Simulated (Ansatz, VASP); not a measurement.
## SnO2 in VASP and in Ansatz

The input POSCAR:

```
SnO2
1.0
    4.7605737245      0.0000000000      0.0000000000
    0.0000000000      4.7605737245      0.0000000000
    0.0000000000      0.0000000000      3.2000802711
Sn O
2 4
Direct
    0.0000000000      0.0000000000      0.0000000000
    0.5000000000      0.5000000000      0.5000000000
    0.3058781125      0.3058781125      0.0000000000
    0.1941218875      0.8058781125      0.5000000000
    0.8058781125      0.1941218875      0.5000000000
    0.6941218875      0.6941218875      0.0000000000
```

File INCAR.step1:

```
SYSTEM = SnO2
ALGO     = Normal         ! electronic algorithm
EDIFF    = 1E-4           ! SCF threshold, eV
ENCUT    = 520            ! plane-wave cutoff, eV
GGA      = PE             ! functional
ISMEAR   = 0              ! smearing method
LASPH    = .True.         ! aspherical terms in the spheres
LCHARG   = .False.        ! write CHGCAR
LREAL    = .False.        ! projectors in reciprocal space
LWAVE    = .True.         ! write WAVECAR
NBANDS   = 35             ! bands
NELM     = 80             ! most SCF steps
PREC     = Accurate       ! precision mode
SIGMA    = 0.01           ! smearing width, eV
```

INCAR.step2

```
SYSTEM = SnO2
ALGO     = Normal         ! electronic algorithm
EDIFF    = 1E-7           ! SCF threshold, eV
ENCUT    = 520            ! plane-wave cutoff, eV
ISIF     = 2              ! what is computed and relaxed
ISMEAR   = 0              ! smearing method
ISTART   = 1            
LASPH    = .True.         ! aspherical terms in the spheres
LCHARG   = .False.        ! write CHGCAR
LMIXTAU  = .True.       
LREAL    = .False.        ! projectors in reciprocal space
LWAVE    = .False.        ! write WAVECAR
METAGGA  = R2SCAN         ! meta-GGA
NBANDS   = 35             ! bands
NELM     = 80             ! most SCF steps
PREC     = Accurate       ! precision mode
SIGMA    = 0.01           ! smearing width, eV
```

KPOINTS

```
k-points
0
Gamma
  6 6 8
  0 0 0
```

Input for Ansatz:

```yaml
crystal:
  lattice:
    - [4.7605737245, 0.0, 0.0]
    - [0.0, 4.7605737245, 0.0]
    - [0.0, 0.0, 3.2000802711]
  atoms:
    - { symbol: Sn, position: [0.0, 0.0, 0.0] }
    - { symbol: Sn, position: [0.5, 0.5, 0.5] }
    - { symbol: O, position: [0.3058781125, 0.3058781125, 0.0] }
    - { symbol: O, position: [0.1941218875, 0.8058781125, 0.5] }
    - { symbol: O, position: [0.8058781125, 0.1941218875, 0.5] }
    - { symbol: O, position: [0.6941218875, 0.6941218875, 0.0] }
kpoints:
  mp_grid: { grid: [6, 6, 8] }
  band_path:
    path:
      - [0.0, 0.0, 0.0]
      - [0.0, 0.5, 0.0]
      - [0.5, 0.5, 0.0]
      - [0.0, 0.0, 0.5]
      - [0.0, 0.5, 0.5]
      - [0.5, 0.5, 0.5]
    npoints: 1
hamiltonian:
  xc: r2scan
scf:
  occupations: { method: fixed }
  n_extra_bands: 5
output:
  forces: true
  stress: true
  eigenvalues: true
```

Alike in both runs: task single point; functional r2SCAN; k mesh 6 × 6 × 8; no spin polarisation.

|  | VASP | Ansatz |
| --- | --- | --- |
| version | VASP 6.6.1 | Ansatz 0.2.0 |
| potentials or method | VASP PAW PBE potentials, release 64 (Sn_d, O) | plane waves, PAW |
| plane-wave cutoff (eV) | 520 | 500 |
| occupations | gaussian, width 0.01 eV | fixed |
| valence electrons in the cell | 52 | 52 |

```tsv
	VASP	Ansatz	Ansatz less VASP
gap on the k mesh at the Fermi level (eV)	1.79	1.77	-0.026
pressure (GPa)	1.1	0.0	-1.10
traceless stress, the component that is largest in VASP (GPa)	0.39	0.05	-0.339
rms of the force components (eV/Å)	0.011	0.002	-0.0093
```

VASP's potentials were made for PBE, not for r2SCAN. Atom by atom the forces differ by 0.013 eV/Å (rms over components).
